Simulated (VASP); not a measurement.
A run of VASP 6.6.1:

The input INCAR:

```
PREC     = Accurate       # precision mode
ENCUT    = 520            # plane-wave cutoff, eV
EDIFF    = 1E-6           # SCF threshold, eV
ISMEAR   = -1             # smearing method
SIGMA    = 0.02           # smearing width, eV
LREAL    = False          # projectors in reciprocal space
LASPH    = True           # aspherical terms in the spheres
NELM     = 60             # most SCF steps
ALGO     = Normal         # electronic algorithm
ISIF     = 2              # what is computed and relaxed
LWAVE    = False          # write WAVECAR
LCHARG   = False          # write CHGCAR
GGA      = CA             # functional
NBANDS   = 15             # bands
```

File KPOINTS:

```
Automatic mesh
0
Gamma
  6 6 6
```

Contents of POSCAR:

```
RbBr
1.0
    0.0000000000      3.4275000000      3.4275000000
    3.4275000000      0.0000000000      3.4275000000
    3.4275000000      3.4275000000      0.0000000000
Rb Br
1 1
Direct
    0.0000000000      0.0000000000      0.0000000000
    0.5000000000      0.5000000000      0.5000000000
```

Potentials or basis: VASP PAW LDA potentials, release 64 (Rb_sv, Br).

Command:

```console
$ cat potpaw_LDA.64/Rb_sv/POTCAR potpaw_LDA.64/Br/POTCAR > POTCAR
$ mpirun -np 1 vasp_std > vasp.out
```

Hardware: 1 thread of AMD EPYC 7571, on a shared host.

How long does it take, and how much memory?

Run time: 47 s on 1 thread of AMD EPYC 7571, with other jobs on the host, peak memory 0.15 GiB. Counts: scf iterations 12, k points 16.
